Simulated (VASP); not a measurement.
Input of a VASP 6.6.1 run:

Contents of POSCAR:

```
Ge
1.0
    0.0000000000      2.7908801965      2.7908801965
    2.7908801965      0.0000000000      2.7908801965
    2.7908801965      2.7908801965      0.0000000000
Ge
2
Direct
    0.5000000000      0.5000000000      0.5000000000
    0.7500000000      0.7500000000      0.7500000000
```

INCAR.step1

```
  ALGO = Normal
  EDIFF = 1E-4
  ENCUT = 520
  GGA = PE
  ISMEAR = 0
  LASPH = True
  LCHARG = False
  LREAL = False
  LWAVE = True
  NBANDS = 21
  NELM = 100
  PREC = Accurate
  SIGMA = 0.01
```

The input INCAR.step2:

```
  ALGO = Normal
  EDIFF = 1E-6
  ENCUT = 520
  ISIF = 2
  ISMEAR = 0
  ISTART = 1
  LASPH = True
  LCHARG = False
  LMIXTAU = True
  LREAL = False
  LWAVE = False
  METAGGA = R2SCAN
  NBANDS = 21
  NELM = 100
  PREC = Accurate
  SIGMA = 0.01
```

The input KPOINTS:

```
k-points
0
Gamma
  14 14 14
```

Potentials or basis: VASP PAW PBE potentials, release 64 (Ge_d).

Launch:

```bash
$ cat potpaw_PBE.64/Ge_d/POTCAR > POTCAR
$ cp INCAR.step1 INCAR
$ mpirun -np 1 vasp_std > vasp.out
$ cp INCAR.step2 INCAR
$ mpirun -np 1 vasp_std > vasp.out
```

Question: Estimate the band gap on the k mesh.

Answer: 0.58 eV, indirect (least direct gap 0.80 eV).

Question: Estimate the pressure.

Answer: 4.1 GPa.

Caveat: the PAW data sets were made with another functional, which shifts forces and pressure a little. r2SCAN opens gaps a little over a GGA but as a rule still falls short of measured ones.
